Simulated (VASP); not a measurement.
# Ba: relaxation of cell and atoms with PBE

Crystal: Ba.

```
Ba
1.0
    -2.51250    2.51250    2.51250
     2.51250   -2.51250    2.51250
     2.51250    2.51250   -2.51250
Ba
1
Direct
  0.00000 0.00000 0.00000
```

```json
{"Program": "VASP 6.6.1", "Task": "relaxation of cell and atoms", "Functional": "PBE", "Potentials or basis": "VASP PAW PBE potentials, release 64 (Ba_sv)", "Cutoff": "600 eV", "k mesh": "11 × 11 × 11", "Occupations": "fermi-dirac, width 0.08 eV", "Spin": "no spin polarisation", "Dipole correction": "no", "Further INCAR settings": "ALGO = Normal; EDIFF = 1e-07; IBRION = 2; EDIFFG = -0.005; NSW = 60; ISIF = 3"}
```

```yaml
Relaxed_volume: 63.67 Å³/atom
Relaxed_cell: a = 4.357 Å, b = 4.357 Å, c = 4.357 Å, α = 109.47°, β = 109.47°, γ = 109.47°
Space_group_after_relaxing_to_0.05_Å: Im-3m (No. 229)
Energy_gained_by_relaxing: 0.0 meV/atom
Ionic_steps: 3
Pressure_after_relaxing: 0.0 GPa
Band_gap_on_the_k_mesh: zero (band 5 reaches 1.98 eV, above the bottom of band 6 at 1.13 eV)
```

Final structure:
```
Ba
1.0
    -2.51551    2.51551    2.51551
     2.51551   -2.51551    2.51551
     2.51551    2.51551   -2.51551
Ba
1
Direct
  0.00000 0.00000 0.00000
```

Levels at points of the mesh, in eV from the Fermi level:
```tsv
k point	band 3	band 4	band 5	band 6	band 7	band 8
(0.00, 0.00, 0.00)	-13.86	-13.86	-2.75	1.81	1.81	1.81
```

It took 30 s on 1 thread of Intel(R) Xeon(R) 6975P-C (Granite Rapids), on a shared host, peak memory 0.22 GiB.

Caveat: spin-orbit coupling is left out, which moves the levels of the heavy elements.
